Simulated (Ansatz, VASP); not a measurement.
## NiI3 in VASP and in Ansatz

```
CELL_PARAMETERS angstrom
5.54432 0.00000 0.00000
0.00000 5.54432 0.00000
0.00000 0.00000 5.54432
ATOMIC_POSITIONS crystal
Ni 0.00000 0.00000 0.00000
I 0.50000 0.00000 0.00000
I 0.00000 0.00000 0.50000
I 0.00000 0.50000 0.00000
```

Alike in both runs: task single point; functional PBEsol; k mesh 6 × 6 × 6; occupations gaussian, width 0.05 eV; collinear spin.

```csv
,VASP,Ansatz
version,VASP 6.6.1,Ansatz 0.2.0
potentials or method,"VASP PAW PBE potentials, release 64 (Ni, I), cutoff 520 eV","scalar-relativistic, plane waves, PAW"
valence electrons in the cell,31,69
```

Ansatz gave:

| Property | Result |
| --- | --- |
| gap on the k mesh at the Fermi level (eV) | none |
| pressure (GPa) | -4.1 |
| net moment per atom (μB) | 0.19 |
| size of the moment on the site where the two differ most (μB) | 0.26 |

**Question.** Estimate VASP's values.

**Answer.** gap on the k mesh at the Fermi level (eV): none; pressure (GPa): -4.1; net moment per atom (μB): 0.18; size of the moment on the site where the two differ most (μB): 0.25.

VASP's potentials were made for PBE, not for PBEsol. Site moments also hang on the region over which each program counts them. A gap of «none» marks a metal or a gap that the smearing closes. VASP's potentials hold 31 valence electrons a cell and Ansatz's 69, so a difference there can come from the potentials and not from the codes.

Neither program's run includes spin-orbit coupling.
